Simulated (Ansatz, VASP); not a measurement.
# MgO: VASP beside Ansatz

The input INCAR:

```
PREC     = Accurate       # precision mode
ENCUT    = 600            # plane-wave cutoff, eV
EDIFF    = 1E-6           # SCF threshold, eV
ISMEAR   = 0              # smearing method
SIGMA    = 0.01           # smearing width, eV
LREAL    = F              # projectors in reciprocal space
LASPH    = T              # aspherical terms in the spheres
NELM     = 120            # most SCF steps
ALGO     = Normal         # electronic algorithm
ISIF     = 2              # what is computed and relaxed
LWAVE    = F              # write WAVECAR
LCHARG   = F              # write CHGCAR
GGA      = PE             # functional
NBANDS   = 11             # bands
GGA_COMPAT= F
```

File KPOINTS:

```
regular mesh
0
Gamma
  8 8 8
```

The input POSCAR:

```
MgO
1.0
    0.0000000000      2.1090500000      2.1090500000
    2.1090500000      0.0000000000      2.1090500000
    2.1090500000      2.1090500000      0.0000000000
Mg O
1 1
Direct
    0.0000000000      0.0000000000      0.0000000000
    0.5000000000      0.5000000000      0.5000000000
```

Input for Ansatz:

```yaml
crystal:
  lattice:
    - [0.0, 2.10905, 2.10905]
    - [2.10905, 0.0, 2.10905]
    - [2.10905, 2.10905, 0.0]
  atoms:
    - { symbol: Mg, position: [0.0, 0.0, 0.0] }
    - { symbol: O, position: [0.5, 0.5, 0.5] }
hamiltonian:
  xc: pbe
  pseudopotentials: { kind: paw }
basis:
  ecutwfc: 420
kpoints:
  mp_grid: { grid: [8, 8, 8] }
scf:
  occupations: { method: fixed }
  lower_state_search: "off"
  max_iter: 70
output:
  forces: true
  stress: true
```

Alike in both runs: task single point; functional PBE; k mesh 8 × 8 × 8; no spin polarisation.

```csv
,VASP,Ansatz
version,VASP 6.6.1,Ansatz 0.2.0
potentials or method,"VASP PAW PBE potentials, release 64 (Mg, O), cutoff 600 eV","PAW, plane waves, scalar-relativistic"
occupations,"gaussian, width 0.01 eV",fixed
valence electrons in the cell,8,16
```

VASP gave:

```
pressure (GPa) : 3.0
```

Q: Estimate Ansatz's values.

A: Pressure (GPa): 4.0.

VASP's potentials hold 8 valence electrons a cell and Ansatz's 16, so a difference there can come from the potentials and not from the codes.
